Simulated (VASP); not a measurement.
# TiO2 (R-3m) in VASP: further runs

Runs on TiO2. Level: LDA. Tasks: single point.

Program: VASP 6.6.1. These are calculated values, not measurements. Logs are shortened: lines on timing, memory, paths and dates and some standing lists are left out, and cuts for length are marked.

### Step 1. The cell of the first run

It takes space group R-3m (No. 166, trigonal). Conventional cell: a = 3.019 Å, b = 3.019 Å, c = 21.118 Å, α = 90.00°, β = 90.00°, γ = 120.00°. Ti (site symmetry -3m) has 6 O at 2.00 Å within 2.6 Å. O (site symmetry 3m) has 3 Ti at 2.00 Å within 2.6 Å.

### Step 2. Single point, LDA

INCAR

```
SYSTEM = TiO2
PREC     = Accurate       ! precision mode
ENCUT    = 520            ! plane-wave cutoff, eV
EDIFF    = 1E-6           ! SCF threshold, eV
ISMEAR   = 0              ! smearing method
SIGMA    = 0.01           ! smearing width, eV
LREAL    = .False.        ! projectors in reciprocal space
LASPH    = .True.         ! aspherical terms in the spheres
NELM     = 60             ! most SCF steps
ALGO     = Normal         ! electronic algorithm
ISIF     = 2              ! what is computed and relaxed
LWAVE    = .False.        ! write WAVECAR
LCHARG   = .False.        ! write CHGCAR
NBANDS   = 19             ! bands
```

KPOINTS

```
regular mesh
0
Gamma
  8 8 8
  0 0 0
```

POSCAR

```
TiO2
1.0
    1.5097051893      0.8716247868      7.0392412944
   -1.5097051893      0.8716247868      7.0392412944
    0.0000000000     -1.7432596563      7.0392412944
Ti O
1 2
Direct
    0.0000000000      0.0000000000      0.0000000000
    0.6204700000      0.6204700000      0.6204700000
    0.3795300000      0.3795300000      0.3795300000
```

Potentials or basis: VASP PAW LDA potentials, release 64 (Ti_sv, O).

Command:

```bash
> cat potpaw_LDA.64/Ti_sv/POTCAR potpaw_LDA.64/O/POTCAR > POTCAR
> mpirun -np 1 vasp_std > vasp.out
```

OUTCAR:

```text
SYSTEM = TiO2
   PREC = Accurate
   ENCUT = 520
   EDIFF = 1E-6
   ISMEAR = 0
   LREAL = .False.
   LASPH = .True.
   NELM = 60
   ISIF = 2

 ion  position               nearest neighbor table
   1  0.000  0.000  0.000-   2 2.00   3 2.00   2 2.00   2 2.00   3 2.00   3 2.00
   2  0.620  0.620  0.620-   1 2.00   1 2.00   1 2.00
   3  0.380  0.380  0.380-   1 2.00   1 2.00   1 2.00

  LATTYP: Found a trigonal (rhomboedric) cell.
 ALAT       =     7.2518864807
 COS(alpha) =     0.9133213184

  Lattice vectors:

 A1 = (   1.5097051893,   0.8716247868,   7.0392412944)
 A2 = (  -1.5097051893,   0.8716247868,   7.0392412944)
 A3 = (   0.0000000000,  -1.7432596563,   7.0392412944)

Analysis of symmetry for initial positions (statically):
=====================================================================
 Subroutine PRICEL returns:
 Original cell was already a primitive cell.

 Routine SETGRP: Setting up the symmetry group for a
 trigonal (rhombohedral) supercell.

 Subroutine GETGRP returns: Found 12 space group operations
 (whereof 12 operations were pure point group operations)
 out of a pool of 12 trial point group operations.

The static configuration has the point symmetry D_3d.

Analysis of symmetry for dynamics (positions and initial velocities):
=====================================================================
 Subroutine PRICEL returns:
 Original cell was already a primitive cell.

 Routine SETGRP: Setting up the symmetry group for a
 trigonal (rhombohedral) supercell.

 Subroutine GETGRP returns: Found 12 space group operations
 (whereof 12 operations were pure point group operations)
 out of a pool of 12 trial point group operations.

The dynamic configuration has the point symmetry D_3d.

 Subroutine INISYM returns: Found 12 space group operations
 (whereof 12 operations are pure point group operations),
 and found     1 'primitive' translations

----------------------------------------------------------------------------------------

                                     Primitive cell

  volume of cell :      55.5777

  direct lattice vectors                    reciprocal lattice vectors
     1.509705189  0.871624787  7.039241294     0.331190489  0.191213039  0.047353679
    -1.509705189  0.871624787  7.039241294    -0.331190489  0.191213039  0.047353679
     0.000000000 -1.743259656  7.039241294     0.000000000 -0.382426077  0.047353406

  length of vectors
     7.251886481  7.251886481  7.251887494     0.385346516  0.385346516  0.385346662

  position of ions in fractional coordinates (direct lattice)
     0.000000000  0.000000000  0.000000000
     0.620470000  0.620470000  0.620470000
     0.379530000  0.379530000  0.379530000

  ion indices of the primitive-cell ions
   primitive index   ion index
                 1           1
                 2           2
                 3           3

----------------------------------------------------------------------------------------

 KPOINTS: regular mesh

Automatic generation of k-mesh.
 Grid dimensions read from file:
 generate k-points for:    8    8    8

 Generating k-lattice:

  Cartesian coordinates                     Fractional coordinates (reciprocal lattice)
     0.041398811  0.023901630  0.005919210     0.125000000 -0.000000000  0.000000000
    -0.041398811  0.023901630  0.005919210    -0.000000000  0.125000000  0.000000000
     0.000000000 -0.047803260  0.005919176     0.000000000  0.000000000  0.125000000

  Length of vectors
     0.048168314  0.048168314  0.048168333

  Shift w.r.t. Gamma in fractional coordinates (k-lattice)
     0.000000000  0.000000000  0.000000000

 Subroutine IBZKPT returns following result:
 ===========================================

 Found     65 irreducible k-points:

 Following reciprocal coordinates:
            Coordinates               Weight
  0.000000  0.000000  0.000000      1.000000
  0.125000  0.000000  0.000000      6.000000
  0.250000  0.000000  0.000000      6.000000
  0.375000  0.000000 -0.000000      6.000000
  0.500000  0.000000  0.000000      3.000000
  0.125000  0.125000  0.000000      6.000000
[... 16 lines left out ...]
  0.250000  0.125000  0.125000      6.000000
  0.375000  0.125000  0.125000      6.000000
 [... further k-points ...]
   k-points           NKPTS =     65   k-points in BZ     NKDIM =     65   number of bands    NBANDS=     19
   number of dos      NEDOS =    301   number of ions     NIONS =      3
   total plane-waves  NPLWV = 157464
   dimension x,y,z NGX =    54 NGY =   54 NGZ =   54
   dimension x,y,z NGXF=   108 NGYF=  108 NGZF=  108
   ions per type =               1   2
   NGX,Y,Z   is equivalent  to a cutoff of  12.38, 12.38, 12.38 a.u.
   NGXF,Y,Z  is equivalent  to a cutoff of  24.76, 24.76, 24.76 a.u.
 SYSTEM =  TiO2
   PREC   = accura    normal or accurate (medium, high low for compatibility)
   ISTART =      0    job   : 0-new  1-cont  2-samecut
   ICHARG =      2    charge: 1-file 2-atom 10-const
   ISPIN  =      1    spin polarized calculation?
   LNONCOLLINEAR =      F non collinear calculations
   LSORBIT =      F    spin-orbit coupling
   LASPH  =      T    aspherical Exc in radial PAW
   ENCUT  =  520.0 eV  38.22 Ry    6.18 a.u.  13.48 13.48 13.48*2*pi/ulx,y,z
   NELM   =     60;   NELMIN=  2; NELMDL= -5     # of ELM steps
   EDIFF  = 0.1E-05   stopping-criterion for ELM
   LREAL  =      F    real-space projection
   EDIFFG = 0.1E-04   stopping-criterion for IOM
   NSW    =      0    number of steps for IOM
   IBRION =     -1    ionic relax: 0-MD 1-quasi-New 2-CG
   NFREE  =      0    steps in history (QN), initial steepest desc. (CG)
   ISIF   =      2    stress and relaxation
   ISYM   =      2    0-nonsym 1-usesym 2-fastsym
   POTIM  = 0.5000    time-step for ionic-motion
   TEBEG  =    0.0;   TEEND  =   0.0 temperature during run
   PSTRESS=    0.0 pullay stress
   NELECT =      24.0000    total number of electrons
   NUPDOWN=      -1.0000    fix difference up-down
   EMIN   =  10.00;   EMAX   =-10.00  energy-range for DOS
   EFERMI =   0.00;   METHOD = LEGACY
   ISMEAR =     0;   SIGMA  =   0.01  broadening in eV -4-tet -1-fermi 0-gaus
   EFERMI_NEDOS =   21; number of points for ismear=-14 and -15
   IALGO  =     38    algorithm
   IMIX   =      4    mixing-type and parameters
     AMIX     =   0.40;   BMIX     =  1.00
     AMIX_MAG =   1.60;   BMIX_MAG =  1.00
  volume/ion in A,a.u.               =      18.53       125.02
  Fermi-wavevector in a.u.,A,eV,Ry     =   1.237405  2.338356 20.832836  1.531170
  Thomas-Fermi vector in A             =   2.371973
   LORBIT       =      0    0 simple, 1 ext, 2 COOP (PROOUT), +10 PAW based schemes
   GGA     = CA    functional components
   LHFCALC =     F    Hartree Fock is set to
   AEXX    =    0.0000 exact exchange contribution
   IVDW    =     0    specifies the selected vdW correction
   LEPSILON=     F    determine dielectric tensor
   LRPA    =     F    only Hartree local field effects (RPA)
 non-spin polarized calculation
 Gauss-broadening in eV      SIGMA  =   0.01
  energy-cutoff  :      520.00
  volume of cell :       55.58
 maximum number of plane-waves:      1539
 NGX is ok and might be reduce to    54
   NGX = 27   NGY = 27   NGZ = 27

 number of electron      24.0000002 magnetization

 Free energy of the ion-electron system (eV)
  ---------------------------------------------------
  ext. energy  EPLUGINS =         0.00000000
  ---------------------------------------------------
  free energy    TOTEN  =       -28.70912917 eV

  energy without entropy =      -28.70912917  energy(sigma->0) =      -28.70912917

 E-fermi :  -1.4463     XC(G=0):  -7.9560

 val. band max:       -1.5695626982   @ k =  -0.1250   0.1250   0.0000
 cond. band min:       0.9628262383   @ k =   0.1250   0.1250   0.1250
 fundamental gap:      2.5323889365
 Fermi energy:        -1.4463375054

 k-point     1 :       0.0000    0.0000    0.0000
  band No.  band energies     occupation
      1     -57.2946      2.00000
      2     -33.9323      2.00000
      3     -33.6800      2.00000
      4     -33.6800      2.00000
      5     -18.5568      2.00000
      6     -16.8219      2.00000
[... 11 lines left out ...]
     18       5.4708      0.00000
     19       8.4282      0.00000

 k-point     2 :       0.1250    0.0000    0.0000
  band No.  band energies     occupation
      1     -57.2849      2.00000
      2     -33.9155      2.00000
      3     -33.7612      2.00000
      4     -33.6955      2.00000
      5     -18.3661      2.00000
      6     -16.9165      2.00000
[... 11 lines left out ...]
     18       5.9433      0.00000
     19       8.9480      0.00000

 k-point     3 :       0.2500    0.0000    0.0000
  band No.  band energies     occupation
      1     -57.2617      2.00000
      2     -33.9552      2.00000
      3     -33.8718      2.00000
      4     -33.7325      2.00000
      5     -17.9183      2.00000
      6     -17.1161      2.00000
[... 11 lines left out ...]
     18       7.0895      0.00000
     19       9.9172      0.00000

 k-point     4 :       0.3750    0.0000   -0.0000
  band No.  band energies     occupation
      1     -57.2383      2.00000
      2     -34.1395      2.00000
      3     -33.8310      2.00000
      4     -33.7693      2.00000
      5     -17.6403      2.00000
      6     -17.1161      2.00000
[... 11 lines left out ...]
     18       8.5909      0.00000
     19      10.9950      0.00000

 k-point     5 :       0.5000    0.0000    0.0000
  band No.  band energies     occupation
      1     -57.2285      2.00000
      2     -34.2146      2.00000
      3     -33.8136      2.00000
      4     -33.7844      2.00000
      5     -17.6559      2.00000
      6     -16.9743      2.00000
[... 11 lines left out ...]
     18      10.0513      0.00000
     19      10.6628      0.00000
[... 334 lines left out ...]
      2     -34.2146      2.00000
      3     -33.8136      2.00000
      4     -33.7844      2.00000
      5     -17.6561      2.00000
      6     -16.9739      2.00000
[... 11 lines left out ...]
     18      10.2538      0.00000
     19      10.7017      0.00000

 k-point    22 :       0.1250    0.1250    0.1250
  band No.  band energies     occupation
      1     -57.2946      2.00000
      2     -33.9323      2.00000
      3     -33.6800      2.00000
      4     -33.6800      2.00000
      5     -18.5566      2.00000
      6     -16.8219      2.00000
[... 11 lines left out ...]
     18       5.5426      0.00000
     19       8.1915      0.00000

 k-point    23 :       0.2500    0.1250    0.1250
  band No.  band energies     occupation
      1     -57.2849      2.00000
      2     -33.9155      2.00000
      3     -33.7612      2.00000
      4     -33.6955      2.00000
      5     -18.3660      2.00000
      6     -16.9166      2.00000
[... 11 lines left out ...]
     18       6.0382      0.00000
     19       8.5921      0.00000

 k-point    24 :       0.3750    0.1250    0.1250
  band No.  band energies     occupation
      1     -57.2617      2.00000
      2     -33.9552      2.00000
      3     -33.8718      2.00000
      4     -33.7325      2.00000
      5     -17.9182      2.00000
      6     -17.1162      2.00000
[... 11 lines left out ...]
     18       7.1401      0.00000
     19       9.6321      0.00000

 [... further k-points ...]
[... 5 lines left out ...]
  --------------------------------------------------------------------------------------
  -------------------------------------------------------------------------------------
  Total       -3.9069696     -3.9069646     -2.1527764      0.0000000      0.0000010      0.0000000
  in kB     -112.6289705   -112.6288284    -62.0596042      0.0000000      0.0000296      0.0000000
  external PRESSURE =     -95.7724677 kB  Pullay stress =       0.0000000 kB

 VOLUME and BASIS-vectors are now :
 -----------------------------------------------------------------------------
  energy-cutoff  :      520.00
  volume of cell :       55.58
      direct lattice vectors                 reciprocal lattice vectors
     1.509705189  0.871624787  7.039241294     0.331190489  0.191213039  0.047353679
    -1.509705189  0.871624787  7.039241294    -0.331190489  0.191213039  0.047353679
     0.000000000 -1.743259656  7.039241294     0.000000000 -0.382426077  0.047353406

 POSITION                                       TOTAL-FORCE (eV/Angst)
 -----------------------------------------------------------------------------------
      0.00000      0.00000      0.00000         0.000000     -0.000000     -0.000000
      0.00000     -0.00001     13.10291        -0.000000     -0.000001      1.073901
      0.00000     -0.00000      8.01481        -0.000000      0.000001     -1.073901
 -----------------------------------------------------------------------------------
    total drift:                                0.000000      0.000000      0.000000

  FREE ENERGIE OF THE ION-ELECTRON SYSTEM (eV)
  ---------------------------------------------------
  free  energy   TOTEN  =       -28.7091291701 eV

  energy  without entropy=      -28.7091291701  energy(sigma->0) =      -28.70912917
```

It took 5.2 min on 1 thread of Intel Xeon Platinum 8259CL at 2.50GHz (Skylake/Cascade Lake), shared host; peak memory 0.34 GiB.

Results:

| Item | Value |
| --- | --- |
| Free energy | -28.7091 eV |
| Pressure | -9.6 GPa |
| Largest force | 1.074 eV/Å |
| Band gap on the k mesh | 2.53 eV, indirect (least direct gap 2.71 eV) |

Forces on the atoms (eV/Å):
```
Ti   0.000  0.000  0.000
O    0.000  0.000  1.074
O    0.000  0.000 -1.074
```

Stress tensor (GPa, compression positive):
```
-11.26   0.00   0.00
  0.00 -11.26   0.00
  0.00   0.00  -6.21
```

Caveat: forces of over 1 eV/Å act on the atoms, so gaps and moduli don't describe the material at rest.

### Step 3. Single point, LDA

This run uses another cell than the first one, of 18.98 Å³/atom, 1.024 times its volume.

Changes to INCAR since step 2:

```diff
@@ -8,3 +8,3 @@
 LASPH    = .True.         ! aspherical terms in the spheres
-NELM     = 60             ! most SCF steps
+NELM     = 80             ! most SCF steps
 ALGO     = Normal         ! electronic algorithm
@@ -12,3 +12,5 @@
 LWAVE    = .False.        ! write WAVECAR
-LCHARG   = .False.        ! write CHGCAR
+LCHARG   = .True.         ! write CHGCAR
+LELF     = .True.         ! ELF
+LVHAR    = .True.       
 NBANDS   = 19             ! bands
```

KPOINTS

```
Automatic mesh
0
Gamma
  8 8 8
  0 0 0
```

POSCAR

```
TiO2
1.0
    1.5218807569      0.8786543225      7.0960118210
   -1.5218807569      0.8786543225      7.0960118210
    0.0000000000     -1.7573188090      7.0960118210
Ti O
1 2
Direct
    0.0000000000      0.0000000000      0.0000000000
    0.6204700000      0.6204700000      0.6204700000
    0.3795300000      0.3795300000      0.3795300000
```

Potentials or basis: VASP PAW LDA potentials, release 64 (Ti_sv, O).

Command:

```bash
> cat potpaw_LDA.64/Ti_sv/POTCAR potpaw_LDA.64/O/POTCAR > POTCAR
> mpirun -np 1 vasp_std > vasp.out
```

OUTCAR:

```text
SYSTEM = TiO2
   PREC = Accurate
   ENCUT = 520
   EDIFF = 1E-6
   ISMEAR = 0
   LREAL = .False.
   LASPH = .True.
   NELM = 80
   ISIF = 2

 ion  position               nearest neighbor table
   1  0.000  0.000  0.000-   2 2.01   3 2.01   2 2.01   2 2.01   3 2.01   3 2.01
   2  0.620  0.620  0.620-   1 2.01   1 2.01   1 2.01
   3  0.380  0.380  0.380-   1 2.01   1 2.01   1 2.01

  LATTYP: Found a trigonal (rhomboedric) cell.
 ALAT       =     7.3103719618
 COS(alpha) =     0.9133213184

  Lattice vectors:

 A1 = (   1.5218807569,   0.8786543225,   7.0960118210)
[... 711 lines left out ...]
     18       6.9501      0.00000
     19       9.3193      0.00000

 [... further k-points ...]
[... 5 lines left out ...]
  --------------------------------------------------------------------------------------
  -------------------------------------------------------------------------------------
  Total       -4.9705138     -4.9705075     -2.7455875      0.0000000      0.0000013      0.0000000
  in kB     -139.8768797   -139.8767032    -77.2644884      0.0000000      0.0000369      0.0000000
  external PRESSURE =    -119.0060238 kB  Pullay stress =       0.0000000 kB

 VOLUME and BASIS-vectors are now :
 -----------------------------------------------------------------------------
  energy-cutoff  :      520.00
  volume of cell :       56.93
      direct lattice vectors                 reciprocal lattice vectors
     1.521880757  0.878654322  7.096011821     0.328540852  0.189683269  0.046974834
    -1.521880757  0.878654322  7.096011821    -0.328540852  0.189683269  0.046974834
     0.000000000 -1.757318809  7.096011821     0.000000000 -0.379366538  0.046974562

 POSITION                                       TOTAL-FORCE (eV/Angst)
 -----------------------------------------------------------------------------------
      0.00000      0.00000      0.00000         0.000000      0.000000     -0.000000
      0.00000     -0.00001     13.20859         0.000000     -0.000001      1.367280
      0.00000     -0.00000      8.07945         0.000000      0.000001     -1.367280
 -----------------------------------------------------------------------------------
    total drift:                                0.000000     -0.000000      0.000000

  FREE ENERGIE OF THE ION-ELECTRON SYSTEM (eV)
  ---------------------------------------------------
  free  energy   TOTEN  =       -28.6192024862 eV

  energy  without entropy=      -28.6192024862  energy(sigma->0) =      -28.61920249
```

Run time: 5.6 min. Hardware: 1 thread of Intel Xeon Platinum 8259CL at 2.50GHz (Skylake/Cascade Lake), shared host; peak memory 0.33 GiB.

Results:

```
Free energy            : -28.6192 eV
Pressure               : -11.9 GPa
Largest force          : 1.367 eV/Å
Band gap on the k mesh : 2.46 eV, indirect (least direct gap 2.64 eV)
```

Forces in eV/Å, atoms in the order of the input:
```
Ti   0.000  0.000  0.000
O    0.000  0.000  1.367
O    0.000  0.000 -1.367
```

Stress tensor (GPa, compression positive):
```
-13.99   0.00   0.00
  0.00 -13.99   0.00
  0.00   0.00  -7.73
```

Caveat: forces of over 1 eV/Å act on the atoms, so gaps and moduli don't describe the material at rest. LDA gaps usually lie below the measured ones, often by a third to a half.
